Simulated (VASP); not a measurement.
# Si2Ni (Fm-3m) in VASP: single point with PBEsol

Aim: the single point of Si2Ni with PBEsol.

All numbers are computed with VASP 6.6.1; they aren't measurements. Logs are shortened: lines on timing, memory, paths and dates and some standing lists are left out, and cuts for length are marked.

## Step 1: The cell of the first run

It takes space group Fm-3m (No. 225, cubic). Conventional cell: a = 5.388 Å, b = 5.388 Å, c = 5.388 Å, α = 90.00°, β = 90.00°, γ = 90.00°. Within 3.1 Å of Si (site symmetry -43m) lie 4 Ni at 2.33 Å and 6 Si at 2.69 Å. Within 3.1 Å of Ni (site symmetry m-3m) lie 8 Si at 2.33 Å.

## Step 2: Single point, PBEsol

Input file INCAR:

```
SYSTEM = Si2Ni
PREC = Accurate
ENCUT = 520
EDIFF = 1E-7
ISMEAR = -1
SIGMA = 0.05
LREAL = .False.
LASPH = .True.
NELM = 100
ALGO = Normal
ISIF = 2
LWAVE = .False.
LCHARG = .True.
GGA = PS
LELF = .True.
LVHAR = .True.
NBANDS = 16
```

Input file KPOINTS:

```
Automatic mesh
0
Gamma
  12 12 12
  0 0 0
```

Input file POSCAR:

```
Si2Ni
1.0
    0.0000000000      2.6940882850      2.6940882850
    2.6940882850      0.0000000000      2.6940882850
    2.6940882850      2.6940882850      0.0000000000
Si Ni
2 1
Direct
    0.2500000000      0.2500000000      0.2500000000
    0.7500000000      0.7500000000      0.7500000000
    0.0000000000      0.0000000000      0.0000000000
```

Potentials or basis: VASP PAW PBE potentials, release 64 (Si, Ni).

On the command line:

```bash
$ cat potpaw_PBE.64/Si/POTCAR potpaw_PBE.64/Ni/POTCAR > POTCAR
$ mpirun -np 1 vasp_std > vasp.out
```

OUTCAR:

```text
SYSTEM = Si2Ni
   PREC = Accurate
   ENCUT = 520
   EDIFF = 1E-7
   ISMEAR = -1
   LREAL = .False.
   LASPH = .True.
   NELM = 100
   ISIF = 2
   GGA = PS

 ion  position               nearest neighbor table
   1  0.250  0.250  0.250-   3 2.33   3 2.33   3 2.33   3 2.33   2 2.69   2 2.69   2 2.69   2 2.69
                             2 2.69   2 2.69
   2  0.750  0.750  0.750-   3 2.33   3 2.33   3 2.33   3 2.33   1 2.69   1 2.69   1 2.69   1 2.69
                             1 2.69   1 2.69
   3  0.000  0.000  0.000-   1 2.33   2 2.33   2 2.33   2 2.33   2 2.33   1 2.33   1 2.33   1 2.33

  LATTYP: Found a face centered cubic cell.
 ALAT       =     5.3881765700

  Lattice vectors:

 A1 = (   0.0000000000,   2.6940882850,   2.6940882850)
 A2 = (   2.6940882850,   0.0000000000,   2.6940882850)
 A3 = (   2.6940882850,   2.6940882850,   0.0000000000)

Analysis of symmetry for initial positions (statically):
=====================================================================
 Subroutine PRICEL returns:
 Original cell was already a primitive cell.

 Routine SETGRP: Setting up the symmetry group for a
 face centered cubic supercell.

 Subroutine GETGRP returns: Found 48 space group operations
 (whereof 48 operations were pure point group operations)
 out of a pool of 48 trial point group operations.

The static configuration has the point symmetry O_h .

Analysis of symmetry for dynamics (positions and initial velocities):
=====================================================================
 Subroutine PRICEL returns:
 Original cell was already a primitive cell.

 Routine SETGRP: Setting up the symmetry group for a
 face centered cubic supercell.

 Subroutine GETGRP returns: Found 48 space group operations
 (whereof 48 operations were pure point group operations)
 out of a pool of 48 trial point group operations.

The dynamic configuration has the point symmetry O_h .

 Subroutine INISYM returns: Found 48 space group operations
 (whereof 48 operations are pure point group operations),
 and found     1 'primitive' translations

----------------------------------------------------------------------------------------

                                     Primitive cell

  volume of cell :      39.1080

  direct lattice vectors                    reciprocal lattice vectors
     0.000000000  2.694088285  2.694088285    -0.185591542  0.185591542  0.185591542
     2.694088285  0.000000000  2.694088285     0.185591542 -0.185591542  0.185591542
     2.694088285  2.694088285  0.000000000     0.185591542  0.185591542 -0.185591542

  length of vectors
     3.810016191  3.810016191  3.810016191     0.321453981  0.321453981  0.321453981

  position of ions in fractional coordinates (direct lattice)
     0.250000000  0.250000000  0.250000000
     0.750000000  0.750000000  0.750000000
     0.000000000  0.000000000  0.000000000

  ion indices of the primitive-cell ions
   primitive index   ion index
                 1           1
                 2           2
                 3           3

----------------------------------------------------------------------------------------

 KPOINTS: Automatic mesh

Automatic generation of k-mesh.
 Grid dimensions read from file:
 generate k-points for:   12   12   12

 Generating k-lattice:

  Cartesian coordinates                     Fractional coordinates (reciprocal lattice)
    -0.015465962  0.015465962  0.015465962     0.083333333  0.000000000  0.000000000
     0.015465962 -0.015465962  0.015465962     0.000000000  0.083333333  0.000000000
     0.015465962  0.015465962 -0.015465962     0.000000000  0.000000000  0.083333333

  Length of vectors
     0.026787832  0.026787832  0.026787832

  Shift w.r.t. Gamma in fractional coordinates (k-lattice)
     0.000000000  0.000000000  0.000000000

 Subroutine IBZKPT returns following result:
 ===========================================

 Found     72 irreducible k-points:

 Following reciprocal coordinates:
            Coordinates               Weight
  0.000000  0.000000  0.000000      1.000000
  0.083333  0.000000  0.000000      8.000000
  0.166667  0.000000  0.000000      8.000000
  0.250000  0.000000  0.000000      8.000000
  0.333333  0.000000  0.000000      8.000000
  0.416667  0.000000  0.000000      8.000000
[... 16 lines left out ...]
  0.500000  0.166667  0.000000     24.000000
 -0.416667  0.166667  0.000000     24.000000
 [... further k-points ...]
   k-points           NKPTS =     72   k-points in BZ     NKDIM =     72   number of bands    NBANDS=     16
   number of dos      NEDOS =    301   number of ions     NIONS =      3
   total plane-waves  NPLWV =  21952
   dimension x,y,z NGX =    28 NGY =   28 NGZ =   28
   dimension x,y,z NGXF=    56 NGYF=   56 NGZF=   56
   ions per type =               2   1
   NGX,Y,Z   is equivalent  to a cutoff of  12.22, 12.22, 12.22 a.u.
   NGXF,Y,Z  is equivalent  to a cutoff of  24.43, 24.43, 24.43 a.u.
 SYSTEM =  Si2Ni
   PREC   = accura    normal or accurate (medium, high low for compatibility)
   ISTART =      0    job   : 0-new  1-cont  2-samecut
   ICHARG =      2    charge: 1-file 2-atom 10-const
   ISPIN  =      1    spin polarized calculation?
   LNONCOLLINEAR =      F non collinear calculations
   LSORBIT =      F    spin-orbit coupling
   LASPH  =      T    aspherical Exc in radial PAW
   ENCUT  =  520.0 eV  38.22 Ry    6.18 a.u.   7.08  7.08  7.08*2*pi/ulx,y,z
   NELM   =    100;   NELMIN=  2; NELMDL= -5     # of ELM steps
   EDIFF  = 0.1E-06   stopping-criterion for ELM
   LREAL  =      F    real-space projection
   EDIFFG = 0.1E-05   stopping-criterion for IOM
   NSW    =      0    number of steps for IOM
   IBRION =     -1    ionic relax: 0-MD 1-quasi-New 2-CG
   NFREE  =      0    steps in history (QN), initial steepest desc. (CG)
   ISIF   =      2    stress and relaxation
   ISYM   =      2    0-nonsym 1-usesym 2-fastsym
   POTIM  = 0.5000    time-step for ionic-motion
   TEBEG  =    0.0;   TEEND  =   0.0 temperature during run
   PSTRESS=    0.0 pullay stress
   NELECT =      18.0000    total number of electrons
   NUPDOWN=      -1.0000    fix difference up-down
   EMIN   =  10.00;   EMAX   =-10.00  energy-range for DOS
   EFERMI =   0.00;   METHOD = LEGACY
   ISMEAR =    -1;   SIGMA  =   0.05  broadening in eV -4-tet -1-fermi 0-gaus
   EFERMI_NEDOS =   21; number of points for ismear=-14 and -15
   IALGO  =     38    algorithm
   IMIX   =      4    mixing-type and parameters
     AMIX     =   0.40;   BMIX     =  1.00
     AMIX_MAG =   1.60;   BMIX_MAG =  1.00
  volume/ion in A,a.u.               =      13.04        87.97
  Fermi-wavevector in a.u.,A,eV,Ry     =   1.263991  2.388596 21.737650  1.597672
  Thomas-Fermi vector in A             =   2.397319
   LORBIT       =      0    0 simple, 1 ext, 2 COOP (PROOUT), +10 PAW based schemes
   GGA     = PS    functional components
   LHFCALC =     F    Hartree Fock is set to
   AEXX    =    0.0000 exact exchange contribution
   IVDW    =     0    specifies the selected vdW correction
   LEPSILON=     F    determine dielectric tensor
   LRPA    =     F    only Hartree local field effects (RPA)
 non-spin polarized calculation
  energy-cutoff  :      520.00
  volume of cell :       39.11
 maximum number of plane-waves:      1067
   NGX = 15   NGY = 15   NGZ = 15

 number of electron      17.9999995 magnetization

 Free energy of the ion-electron system (eV)
  ---------------------------------------------------
  ext. energy  EPLUGINS =         0.00000000
  ---------------------------------------------------
  free energy    TOTEN  =       -18.98345501 eV

  energy without entropy =      -18.97569654  energy(sigma->0) =      -18.97957578

 E-fermi :  10.4999     XC(G=0): -11.7438

 val. band max:       10.4825215598   @ k =  -0.4167   0.4167   0.0000
 cond. band min:      10.5071211254   @ k =   0.4167   0.3333   0.0833
 fundamental gap:      0.0245995656
 Fermi energy:        10.4998821885

 k-point     1 :       0.0000    0.0000    0.0000
  band No.  band energies     occupation
      1      -3.4393      2.00000
      2       5.2255      2.00000
      3       5.2255      2.00000
      4       5.2255      2.00000
      5       6.9301      2.00000
      6       6.9301      2.00000
[... 8 lines left out ...]
     15      15.2390      0.00000
     16      15.2390      0.00000

 k-point     2 :       0.0833    0.0000    0.0000
  band No.  band energies     occupation
      1      -3.3354      2.00000
      2       5.0208      2.00000
      3       5.2585      2.00000
      4       5.2585      2.00000
      5       6.9103      2.00000
      6       6.9103      2.00000
[... 8 lines left out ...]
     15      14.8450      0.00000
     16      15.0474      0.00000

 k-point     3 :       0.1667    0.0000    0.0000
  band No.  band energies     occupation
      1      -3.0255      2.00000
      2       4.4419      2.00000
      3       5.3489      2.00000
      4       5.3489      2.00000
      5       6.8681      2.00000
      6       6.8681      2.00000
[... 8 lines left out ...]
     15      14.9113      0.00000
     16      15.4566      0.00000

 k-point     4 :       0.2500    0.0000    0.0000
  band No.  band energies     occupation
      1      -2.5151      2.00000
      2       3.5573      2.00000
      3       5.4682      2.00000
      4       5.4682      2.00000
      5       6.8493      2.00000
      6       6.8493      2.00000
[... 8 lines left out ...]
     15      15.9444      0.00000
     16      16.6829      0.00000
[... 324 lines left out ...]
 k-point    22 :       0.4167    0.1667    0.0000
  band No.  band energies     occupation
      1      -1.1930      2.00000
      2       2.2913      2.00000
      3       5.3633      2.00000
      4       5.5685      2.00000
      5       6.1549      2.00000
      6       6.9773      2.00000
[... 8 lines left out ...]
     15      19.8472      0.00000
     16      20.2540      0.00000

 k-point    23 :       0.5000    0.1667    0.0000
  band No.  band energies     occupation
      1      -0.2991      2.00000
      2       1.2050      2.00000
      3       5.1790      2.00000
      4       5.6906      2.00000
      5       6.1199      2.00000
      6       6.9443      2.00000
[... 8 lines left out ...]
     15      19.9814      0.00000
     16      20.5280      0.00000

 k-point    24 :      -0.4167    0.1667    0.0000
  band No.  band energies     occupation
      1       0.0043      2.00000
      2       0.8635      2.00000
      3       4.9886      2.00000
      4       5.8071      2.00000
      5       6.2300      2.00000
      6       6.8586      2.00000
[... 8 lines left out ...]
     15      18.5364      0.00000
     16      18.9334      0.00000

 [... further k-points ...]
[... 5 lines left out ...]
  --------------------------------------------------------------------------------------
  -------------------------------------------------------------------------------------
  Total        0.0390803      0.0390803      0.0390803     -0.0000000     -0.0000000      0.0000000
  in kB        1.6010415      1.6010415      1.6010415     -0.0000000     -0.0000000      0.0000000
  external PRESSURE =       1.6010415 kB  Pullay stress =       0.0000000 kB

 VOLUME and BASIS-vectors are now :
 -----------------------------------------------------------------------------
  energy-cutoff  :      520.00
  volume of cell :       39.11
      direct lattice vectors                 reciprocal lattice vectors
     0.000000000  2.694088285  2.694088285    -0.185591542  0.185591542  0.185591542
     2.694088285  0.000000000  2.694088285     0.185591542 -0.185591542  0.185591542
     2.694088285  2.694088285  0.000000000     0.185591542  0.185591542 -0.185591542

 POSITION                                       TOTAL-FORCE (eV/Angst)
 -----------------------------------------------------------------------------------
      1.34704      1.34704      1.34704        -0.000000     -0.000000     -0.000000
      4.04113      4.04113      4.04113         0.000000      0.000000     -0.000000
      0.00000      0.00000      0.00000         0.000000     -0.000000      0.000000
 -----------------------------------------------------------------------------------
    total drift:                               -0.000000     -0.000000      0.000000

  FREE ENERGIE OF THE ION-ELECTRON SYSTEM (eV)
  ---------------------------------------------------
  free  energy   TOTEN  =       -18.9834550116 eV

  energy  without entropy=      -18.9756965418  energy(sigma->0) =      -18.97957578
```

Wall time 41 s (1 thread of Intel Xeon Platinum 8488C (Sapphire Rapids), shared host); peak memory 0.17 GiB.

What came out:

```
Free energy            : -18.9835 eV
Pressure               : 0.2 GPa
Band gap on the k mesh : zero (band 9 reaches 12.23 eV, above the bottom of band 10 at 10.10 eV)
```

Caveat: the PAW data sets were made with another functional, which shifts forces and pressure a little.
